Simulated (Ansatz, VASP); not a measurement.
## AlN in VASP and in Ansatz

The input INCAR:

```
SYSTEM = AlN
ALGO = Normal
EDIFF = 1E-6
ENCUT = 600
GGA_COMPAT = .FALSE.
ISIF = 2
ISMEAR = 0
LASPH = .TRUE.
LCHARG = .TRUE.
LELF = .TRUE.
LREAL = .FALSE.
LVHAR = .TRUE.
LWAVE = .FALSE.
NBANDS = 11
NELM = 120
PREC = Accurate
SIGMA = 0.05
```

Contents of KPOINTS:

```
k-points
0
G
  10 10 10
  0 0 0
```

Contents of POSCAR:

```
AlN
1.0
    0.0000000000      1.9327921000      1.9327921000
    1.9327921000      0.0000000000      1.9327921000
    1.9327921000      1.9327921000      0.0000000000
Al N
1 1
Direct
    0.5000000000      0.5000000000      0.5000000000
    0.0000000000      0.0000000000      0.0000000000
```

Input for Ansatz:

```yaml
crystal:
  lattice:
    - [0.0, 1.9327921, 1.9327921]
    - [1.9327921, 0.0, 1.9327921]
    - [1.9327921, 1.9327921, 0.0]
  atoms:
    - { symbol: Al, position: [0.5, 0.5, 0.5] }
    - { symbol: "N", position: [0.0, 0.0, 0.0] }
basis:
  ecutwfc: 420
kpoints:
  mp_grid: { grid: [10, 10, 10] }
hamiltonian:
  xc: lda
scf:
  occupations: { method: gaussian, width: 0.05 }
output:
  forces: true
  stress: true
  eigenvalues: true
```

Change from the starting cell: strain -0.050 along x and y, -0.050 along z, atoms carried along.

Alike in both runs: task single point; functional LDA; k mesh 10 × 10 × 10; occupations gaussian, width 0.05 eV; no spin polarisation.

|  | VASP | Ansatz |
| --- | --- | --- |
| version | VASP 6.6.1 | Ansatz 0.2.0 |
| potentials or method | VASP PAW LDA potentials, release 64 (Al, N), cutoff 600 eV | scalar-relativistic, plane waves, PAW |
| valence electrons in the cell | 8 | 8 |

|  | VASP | Ansatz | Ansatz less VASP |
| --- | --- | --- | --- |
| gap on the k mesh at the Fermi level (eV) | 4.91 | 4.92 | +0.005 |
| least direct gap on the mesh (eV) | 7.86 | 7.83 | -0.031 |
| pressure (GPa) | 39.1 | 38.1 | -1.00 |

LDA's correlation is that of Perdew and Zunger in VASP and of Perdew and Wang (1992) in Ansatz. Both programs put the cell under a high pressure, so it lies far from rest at this level.
